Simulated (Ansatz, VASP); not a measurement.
# One calculation of H4CN2O, two programs

```
H C N O
1.0
     5.57656    0.00000    0.00000
     0.00000    5.57656    0.00000
     0.00000    0.00000    4.67103
H C N O
8 2 4 2
Direct
  0.25770 0.75770 0.28120
  0.75770 0.74230 0.71880
  0.74230 0.24230 0.28120
  0.24230 0.25770 0.71880
  0.14354 0.64354 0.95986
  0.64354 0.85646 0.04014
  0.85646 0.35646 0.95986
  0.35646 0.14354 0.04014
  0.00000 0.50000 0.32606
  0.50000 0.00000 0.67394
  0.14544 0.64544 0.17632
  0.64544 0.85456 0.82368
  0.85456 0.35456 0.17632
  0.35456 0.14544 0.82368
  0.00000 0.50000 0.59620
  0.50000 0.00000 0.40380
```

Alike in both runs: task single point; functional PBE0; k mesh 2 × 2 × 4; occupations fermi-dirac, width 0.02 eV; no spin polarisation.

|  | VASP | Ansatz |
| --- | --- | --- |
| version | VASP 6.6.1 | Ansatz 0.2.0 |
| potentials or method | VASP PAW PBE potentials, release 64 (H, C, N, O), cutoff 520 eV | PAW plane waves |
| valence electrons in the cell | 48 | 48 |

```tsv
	VASP	Ansatz	Ansatz less VASP
gap on the k mesh at the Fermi level (eV)	7.38	7.35	-0.028
pressure (GPa)	-0.3	-0.5	-0.23
traceless stress, the component that is largest in VASP (GPa)	-0.19	-0.93	-0.741
rms of the force components (eV/Å)	0.082	0.116	+0.0342
```

Atom by atom the forces differ by 0.114 eV/Å (rms over components). Ansatz's warnings: stress exchange threshold loose, stress scf threshold loose.

The k mesh is coarse, so the values compare programs but aren't converged.
